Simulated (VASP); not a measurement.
Runs of VASP 6.6.1 on HfO2. The structure is that of space group Cm (No. 8), or close to it. The cells are those of the table. 

```csv
cell,gap on the mesh (eV),pressure (GPa),largest force (eV/Å)
"a = 3.605, b = 3.605, c = 9.994 Å, angles 66.1, 66.1, 60.0°, 9 atoms",none,(a),15.90
"a = 3.605, b = 3.605, c = 9.365 Å, angles 73.2, 73.2, 60.0°, 9 atoms",2.44,(b),95.61
"a = 3.605, b = 3.605, c = 8.890 Å, angles 84.2, 84.2, 60.0°, 9 atoms",(c),71.8,98.40
"a = 3.605, b = 3.605, c = 10.248 Å, angles 63.9, 63.9, 60.0°, 9 atoms",2.06,8.1,9.85
```

Alike in all rows: task single point; level PBE; potentials or basis VASP PAW PBE potentials, release 64 (Hf_pv, O); no spin polarisation; k mesh 7 × 7 × 3; cutoff (eV) 520; smearing gaussian 0.05 eV.

Task: Estimate the missing entries.

Result: (a) 11.8; (b) 73.7; (c) 2.97.

Caveats: spin-orbit coupling is left out, which moves the levels of the heavy elements; forces of over 1 eV/Å act on the atoms, so gaps and moduli don't describe the material at rest; atoms lie so close that the PAW spheres overlap strongly, which falsifies energies and pressures (at least some runs); the stress differs along the axes, from 1 to 33 GPa (at least some runs); the stress differs along the axes, from 13 to 195 GPa (at least some runs); the stress differs along the axes, from 18 to 99 GPa (at least some runs); the stress differs along the axes, from -3 to 30 GPa (at least some runs).

A k mesh can miss the band edges, and the runs leave out spin-orbit coupling on Hf.

A gap of «none» marks levels without a gap at the run's occupations.
